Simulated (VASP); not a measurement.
# Au (Fm-3m) in VASP: a series of runs

The runs below take Au through single point, relaxation of volume and atoms at fixed shape, with PBE.

All numbers are computed with VASP 6.6.1; they aren't measurements. Logs are shortened: lines on timing, memory, paths and dates and some standing lists are left out, and cuts for length are marked.

## Step 1: The cell of the first run

The structure is cubic, space group Fm-3m (No. 225). Conventional cell: a = 4.159 Å, b = 4.159 Å, c = 4.159 Å, α = 90.00°, β = 90.00°, γ = 90.00°. Au (site symmetry m-3m) has 12 Au at 2.94 Å within 3.9 Å.

## Step 2: Single point, PBE

INCAR

```
PREC     = Accurate       # precision mode
ENCUT    = 500            # plane-wave cutoff, eV
EDIFF    = 1E-6           # SCF threshold, eV
ISMEAR   = 0              # smearing method
SIGMA    = 0.1            # smearing width, eV
LREAL    = F              # projectors in reciprocal space
LASPH    = T              # aspherical terms in the spheres
NELM     = 120            # most SCF steps
ALGO     = Normal         # electronic algorithm
ISIF     = 2              # what is computed and relaxed
LWAVE    = F              # write WAVECAR
LCHARG   = T              # write CHGCAR
GGA      = PE             # functional
LELF     = T              # ELF
LVHAR    = T            
NBANDS   = 30             # bands
GGA_COMPAT= F
```

KPOINTS

```
Automatic mesh
0
Gamma
  6 6 6
```

POSCAR

```
Au
1.0
    4.1587049649      0.0000000000      0.0000000000
    0.0000000000      4.1587049649      0.0000000000
    0.0000000000      0.0000000000      4.1587049649
Au
4
Direct
    0.0000000000      0.0000000000      0.0000000000
    0.0000000000      0.5000000000      0.5000000000
    0.5000000000      0.0000000000      0.5000000000
    0.5000000000      0.5000000000      0.0000000000
```

Potentials or basis: VASP PAW PBE potentials, release 64 (Au).

On the command line:

```console
$ cat potpaw_PBE.64/Au/POTCAR > POTCAR
$ mpirun -np 1 vasp_std > vasp.out
```

OUTCAR:

```text
PREC = Accurate
   ENCUT = 500
   EDIFF = 1E-6
   ISMEAR = 0
   LREAL = F
   LASPH = T
   NELM = 120
   ISIF = 2
   GGA = PE

 ion  position               nearest neighbor table
   1  0.000  0.000  0.000-   2 2.94   3 2.94   4 2.94   2 2.94   3 2.94   2 2.94   4 2.94   2 2.94
                             3 2.94   4 2.94   3 2.94   4 2.94
   2  0.000  0.500  0.500-   1 2.94   3 2.94   4 2.94   1 2.94   4 2.94   1 2.94   3 2.94   1 2.94
                             3 2.94   4 2.94   4 2.94   3 2.94
   3  0.500  0.000  0.500-   1 2.94   2 2.94   4 2.94   1 2.94   4 2.94   2 2.94   4 2.94   4 2.94
                             1 2.94   2 2.94   1 2.94   2 2.94
   4  0.500  0.500  0.000-   1 2.94   2 2.94   3 2.94   2 2.94   3 2.94   1 2.94   3 2.94   3 2.94
                             1 2.94   2 2.94   2 2.94   1 2.94

  LATTYP: Found a simple cubic cell.
 ALAT       =     4.1587049649

  Lattice vectors:

 A1 = (   4.1587049649,   0.0000000000,   0.0000000000)
 A2 = (   0.0000000000,   4.1587049649,   0.0000000000)
 A3 = (   0.0000000000,   0.0000000000,   4.1587049649)

Analysis of symmetry for initial positions (statically):
=====================================================================
 Subroutine PRICEL returns following result:

  LATTYP: Found a face centered cubic cell.
 ALAT       =     4.1587049649

  Lattice vectors:

 A1 = (   2.0793524825,  -2.0793524825,   0.0000000000)
 A2 = (   2.0793524825,   0.0000000000,   2.0793524825)
 A3 = (   0.0000000000,  -2.0793524825,   2.0793524825)

   4 primitive cells build up your supercell.

 Routine SETGRP: Setting up the symmetry group for a
 simple cubic supercell.

 Subroutine GETGRP returns: Found 48 space group operations
 (whereof 48 operations were pure point group operations)
 out of a pool of 48 trial point group operations.

The static configuration has the point symmetry O_h .

Analysis of symmetry for dynamics (positions and initial velocities):
=====================================================================
 Subroutine PRICEL returns following result:

  LATTYP: Found a face centered cubic cell.
 ALAT       =     4.1587049649

  Lattice vectors:

 A1 = (   2.0793524825,  -2.0793524825,   0.0000000000)
 A2 = (   2.0793524825,   0.0000000000,   2.0793524825)
 A3 = (   0.0000000000,  -2.0793524825,   2.0793524825)

   4 primitive cells build up your supercell.

 Routine SETGRP: Setting up the symmetry group for a
 simple cubic supercell.

 Subroutine GETGRP returns: Found 48 space group operations
 (whereof 48 operations were pure point group operations)
 out of a pool of 48 trial point group operations.

The dynamic configuration has the point symmetry O_h .

 Subroutine INISYM returns: Found 48 space group operations
 (whereof 48 operations are pure point group operations),
 and found     4 'primitive' translations

----------------------------------------------------------------------------------------

                                     Primitive cell

  volume of cell :      17.9810

  direct lattice vectors                    reciprocal lattice vectors
     2.079352482 -2.079352482  0.000000000     0.240459472 -0.240459472 -0.240459472
     2.079352482  0.000000000  2.079352482     0.240459472  0.240459472  0.240459472
     0.000000000 -2.079352482  2.079352482    -0.240459472 -0.240459472  0.240459472

  length of vectors
     2.940648482  2.940648482  2.940648482     0.416488023  0.416488023  0.416488023

  position of ions in fractional coordinates (direct lattice)
     0.000000000  0.000000000  0.000000000

  ion indices of the primitive-cell ions
   primitive index   ion index
                 1           1

----------------------------------------------------------------------------------------

 KPOINTS: Automatic mesh

Automatic generation of k-mesh.
 Grid dimensions read from file:
 generate k-points for:    6    6    6

 Generating k-lattice:

  Cartesian coordinates                     Fractional coordinates (reciprocal lattice)
     0.040076579  0.000000000  0.000000000     0.166666667  0.000000000  0.000000000
     0.000000000  0.040076579  0.000000000     0.000000000  0.166666667  0.000000000
     0.000000000  0.000000000  0.040076579     0.000000000  0.000000000  0.166666667

  Length of vectors
     0.040076579  0.040076579  0.040076579

  Shift w.r.t. Gamma in fractional coordinates (k-lattice)
     0.000000000  0.000000000  0.000000000

 Subroutine IBZKPT returns following result:
 ===========================================

 Found     20 irreducible k-points:

 Following reciprocal coordinates:
            Coordinates               Weight
  0.000000  0.000000  0.000000      1.000000
  0.166667  0.000000  0.000000      6.000000
  0.333333  0.000000  0.000000      6.000000
  0.500000  0.000000  0.000000      3.000000
  0.166667  0.166667  0.000000     12.000000
  0.333333  0.166667  0.000000     24.000000
[... 12 lines left out ...]
  0.500000  0.500000  0.333333      6.000000
  0.500000  0.500000  0.500000      1.000000
   k-points           NKPTS =     20   k-points in BZ     NKDIM =     20   number of bands    NBANDS=     30
   number of dos      NEDOS =    301   number of ions     NIONS =      4
   total plane-waves  NPLWV =  27000
   dimension x,y,z NGX =    30 NGY =   30 NGZ =   30
   dimension x,y,z NGXF=    60 NGYF=   60 NGZF=   60
   ions per type =               4
   NGX,Y,Z   is equivalent  to a cutoff of  11.99, 11.99, 11.99 a.u.
   NGXF,Y,Z  is equivalent  to a cutoff of  23.99, 23.99, 23.99 a.u.
 SYSTEM =  unknown system
   PREC   = accura    normal or accurate (medium, high low for compatibility)
   ISTART =      0    job   : 0-new  1-cont  2-samecut
   ICHARG =      2    charge: 1-file 2-atom 10-const
   ISPIN  =      1    spin polarized calculation?
   LNONCOLLINEAR =      F non collinear calculations
   LSORBIT =      F    spin-orbit coupling
   LASPH  =      T    aspherical Exc in radial PAW
   ENCUT  =  500.0 eV  36.75 Ry    6.06 a.u.   7.58  7.58  7.58*2*pi/ulx,y,z
   NELM   =    120;   NELMIN=  2; NELMDL= -5     # of ELM steps
   EDIFF  = 0.1E-05   stopping-criterion for ELM
   LREAL  =      F    real-space projection
   EDIFFG = 0.1E-04   stopping-criterion for IOM
   NSW    =      0    number of steps for IOM
   IBRION =     -1    ionic relax: 0-MD 1-quasi-New 2-CG
   NFREE  =      0    steps in history (QN), initial steepest desc. (CG)
   ISIF   =      2    stress and relaxation
   ISYM   =      2    0-nonsym 1-usesym 2-fastsym
   POTIM  = 0.5000    time-step for ionic-motion
   TEBEG  =    0.0;   TEEND  =   0.0 temperature during run
   PSTRESS=    0.0 pullay stress
   NELECT =      44.0000    total number of electrons
   NUPDOWN=      -1.0000    fix difference up-down
   EMIN   =  10.00;   EMAX   =-10.00  energy-range for DOS
   EFERMI =   0.00;   METHOD = LEGACY
   ISMEAR =     0;   SIGMA  =   0.10  broadening in eV -4-tet -1-fermi 0-gaus
   EFERMI_NEDOS =   21; number of points for ismear=-14 and -15
   IALGO  =     38    algorithm
   IMIX   =      4    mixing-type and parameters
     AMIX     =   0.40;   BMIX     =  1.00
     AMIX_MAG =   1.60;   BMIX_MAG =  1.00
  volume/ion in A,a.u.               =      17.98       121.34
  Fermi-wavevector in a.u.,A,eV,Ry     =   1.389742  2.626232 26.278070  1.931384
  Thomas-Fermi vector in A             =   2.513744
   LORBIT       =      0    0 simple, 1 ext, 2 COOP (PROOUT), +10 PAW based schemes
   GGA     = PE    functional components
   LHFCALC =     F    Hartree Fock is set to
   AEXX    =    0.0000 exact exchange contribution
   IVDW    =     0    specifies the selected vdW correction
   LEPSILON=     F    determine dielectric tensor
   LRPA    =     F    only Hartree local field effects (RPA)
 non-spin polarized calculation
 Gauss-broadening in eV      SIGMA  =   0.10
  energy-cutoff  :      500.00
  volume of cell :       71.92
 maximum number of plane-waves:      1856
   NGX = 15   NGY = 15   NGZ = 15

 number of electron      44.0000002 magnetization

 Free energy of the ion-electron system (eV)
  ---------------------------------------------------
  ext. energy  EPLUGINS =         0.00000000
  ---------------------------------------------------
  free energy    TOTEN  =       -12.86708521 eV

  energy without entropy =      -12.85694540  energy(sigma->0) =      -12.86201531

 E-fermi :   8.5884     XC(G=0): -12.3977

 val. band max:        8.4601789013   @ k =   0.3333   0.3333   0.0000
 cond. band min:       8.6466525488   @ k =   0.3333   0.3333   0.1667
 fundamental gap:      0.1864736475
 Fermi energy:         8.5883834387

 k-point     1 :       0.0000    0.0000    0.0000
  band No.  band energies     occupation
      1      -0.6965      2.00000
      2       2.0226      2.00000
      3       2.0226      2.00000
      4       2.0226      2.00000
      5       2.3090      2.00000
      6       2.3090      2.00000
[... 22 lines left out ...]
     29      18.4595      0.00000
     30      18.4595      0.00000

 k-point     2 :       0.1667    0.0000    0.0000
  band No.  band energies     occupation
      1      -0.3896      2.00000
      2       2.1147      2.00000
      3       2.2199      2.00000
      4       2.2199      2.00000
      5       2.4170      2.00000
      6       2.4745      2.00000
[... 22 lines left out ...]
     29      17.9540      0.00000
     30      18.1888      0.00000

 k-point     3 :       0.3333    0.0000    0.0000
  band No.  band energies     occupation
      1       0.4793      2.00000
      2       2.2087      2.00000
      3       2.7104      2.00000
      4       2.7104      2.00000
      5       2.7228      2.00000
      6       2.9678      2.00000
[... 22 lines left out ...]
     29      17.8326      0.00000
     30      17.8326      0.00000

 k-point     4 :       0.5000    0.0000    0.0000
  band No.  band energies     occupation
      1       1.6304      2.00000
      2       1.6304      2.00000
      3       3.0470      2.00000
      4       3.0470      2.00000
      5       3.1690      2.00000
      6       3.1690      2.00000
[... 484 lines left out ...]
     29      22.5185      0.00000
     30      22.5516      0.00000

 k-point    19 :       0.5000    0.5000    0.3333
  band No.  band energies     occupation
      1       1.9359      2.00000
      2       1.9359      2.00000
      3       1.9359      2.00000
      4       1.9359      2.00000
      5       4.0924      2.00000
      6       4.0924      2.00000
[... 22 lines left out ...]
     29      22.7589      0.00000
     30      22.7589      0.00000

 k-point    20 :       0.5000    0.5000    0.5000
  band No.  band energies     occupation
      1       1.7667      2.00000
      2       1.7667      2.00000
      3       1.7667      2.00000
      4       1.7667      2.00000
      5       4.1587      2.00000
      6       4.1587      2.00000
[... 22 lines left out ...]
     29      22.6266      0.00000
     30      22.6266      0.00000

------------------------ aborting loop because EDIFF is reached ----------------------------------------

  FORCE on cell =-STRESS in cart. coord.  units (eV):
  Direction    XX          YY          ZZ          XY          YZ          ZX
  --------------------------------------------------------------------------------------
  -------------------------------------------------------------------------------------
  Total       -0.1226408     -0.1226408     -0.1226408      0.0000000      0.0000000     -0.0000000
  in kB       -2.7319402     -2.7319402     -2.7319402      0.0000000      0.0000000     -0.0000000
  external PRESSURE =      -2.7319402 kB  Pullay stress =       0.0000000 kB

 VOLUME and BASIS-vectors are now :
 -----------------------------------------------------------------------------
  energy-cutoff  :      500.00
  volume of cell :       71.92
      direct lattice vectors                 reciprocal lattice vectors
     4.158704965  0.000000000  0.000000000     0.240459472  0.000000000  0.000000000
     0.000000000  4.158704965  0.000000000     0.000000000  0.240459472  0.000000000
     0.000000000  0.000000000  4.158704965     0.000000000  0.000000000  0.240459472

 POSITION                                       TOTAL-FORCE (eV/Angst)
 -----------------------------------------------------------------------------------
      0.00000      0.00000      0.00000        -0.000000     -0.000000      0.000000
      0.00000      2.07935      2.07935        -0.000000     -0.000000      0.000000
      2.07935      0.00000      2.07935         0.000000      0.000000     -0.000000
      2.07935      2.07935      0.00000        -0.000000      0.000000      0.000000
 -----------------------------------------------------------------------------------
    total drift:                                0.000000      0.000000     -0.000000

  FREE ENERGIE OF THE ION-ELECTRON SYSTEM (eV)
  ---------------------------------------------------
  free  energy   TOTEN  =       -12.8670852145 eV

  energy  without entropy=      -12.8569454009  energy(sigma->0) =      -12.86201531
```

It took 13 s on 1 thread of Intel Xeon 6975P-C (Granite Rapids), shared host; peak memory 0.17 GiB.

What came out:

```yaml
Free_energy: -12.8671 eV
Pressure: -0.3 GPa
Band_gap_on_the_k_mesh: zero (band 22 reaches 9.78 eV, above the bottom of band 23 at 7.89 eV)
```

Caveat: spin-orbit coupling is left out, which moves the levels of the heavy elements.

## Step 3: Relaxation of volume and atoms at fixed shape, PBE

This run uses another cell than the first one, of 16.85 Å³/atom, 0.937 times its volume.

INCAR

```
ALGO = Normal ; EDIFF = 1E-7
EDIFFG = -0.03 ; ENCUT = 500
GGA = PE ; GGA_COMPAT = False
IBRION = 2 ; ISIF = 8
ISMEAR = 0 ; LASPH = True
LCHARG = False ; LREAL = False
LWAVE = False ; NELM = 120
NELMIN = 4 ; NSW = 60
PREC = Accurate ; SIGMA = 0.1
```

KPOINTS

```
k-points
0
Gamma
  6 6 6
```

POSCAR

```
Au
1.0
    4.0700000000      0.0000000000      0.0000000000
    0.0000000000      4.0700000000      0.0000000000
    0.0000000000      0.0000000000      4.0700000000
Au
4
Direct
    0.0000000000      0.0000000000      0.0000000000
    0.0000000000      0.5000000000      0.5000000000
    0.5000000000      0.0000000000      0.5000000000
    0.5000000000      0.5000000000      0.0000000000
```

Potentials or basis: VASP PAW PBE potentials, release 64 (Au).

On the command line:

```console
$ cat potpaw_PBE.64/Au/POTCAR > POTCAR
$ mpirun -np 1 vasp_std > vasp.out
```

It took 32 s on 1 thread of Intel Xeon 6975P-C (Granite Rapids), shared host; peak memory 0.18 GiB.

It converged, with:

- Free energy: -12.8640 eV
- Relaxed volume: 17.98 Å³/atom
- Relaxed cell: a = 4.159 Å, b = 4.159 Å, c = 4.159 Å, α = 90.00°, β = 90.00°, γ = 90.00°
- Space group after relaxing (to 0.05 Å): Fm-3m (No. 225)
- Energy gained by relaxing: 34.0 meV/atom
- Ionic steps: 3
- Pressure after relaxing: -0.2 GPa
- Band gap on the k mesh: zero (band 22 reaches 9.78 eV, above the bottom of band 23 at 7.90 eV)

Step by step:
| step | energy change (eV) | largest force (eV/Å) | pressure (GPa) | volume (Å³) |
| --- | --- | --- | --- | --- |
| 1 | 0.0000 | 0.0000 | 10.72 | 67.42 |
| 2 | 0.1203 | 0.0000 | -10.16 | 79.03 |
| 3 | -0.1361 | 0.0000 | -0.22 | 71.92 |

Final structure:
```yaml
crystal:
  lattice:
    - [4.15856, 0.00000, 0.00000]
    - [0.00000, 4.15856, 0.00000]
    - [0.00000, 0.00000, 4.15856]
  atoms:
    - { symbol: Au, position: [0.00000, 0.00000, 0.00000] }
    - { symbol: Au, position: [0.00000, 0.50000, 0.50000] }
    - { symbol: Au, position: [0.50000, 0.00000, 0.50000] }
    - { symbol: Au, position: [0.50000, 0.50000, 0.00000] }
```

Levels at points of the mesh, in eV from the Fermi level:
```
           k point  band 20  band 21  band 22  band 23  band 24  band 25
(0.00, 0.00, 0.00)    -1.64    -1.64     1.19     1.19     1.19     5.37
(0.50, 0.00, 0.00)    -2.52    -1.64    -1.64     4.45     4.45     6.15
(0.50, 0.50, 0.00)    -3.03    -0.32    -0.32    -0.32    -0.32     8.25
(0.50, 0.50, 0.50)    -1.93    -0.69    -0.69    -0.69    -0.69     2.81
```

Caveat: spin-orbit coupling is left out, which moves the levels of the heavy elements.
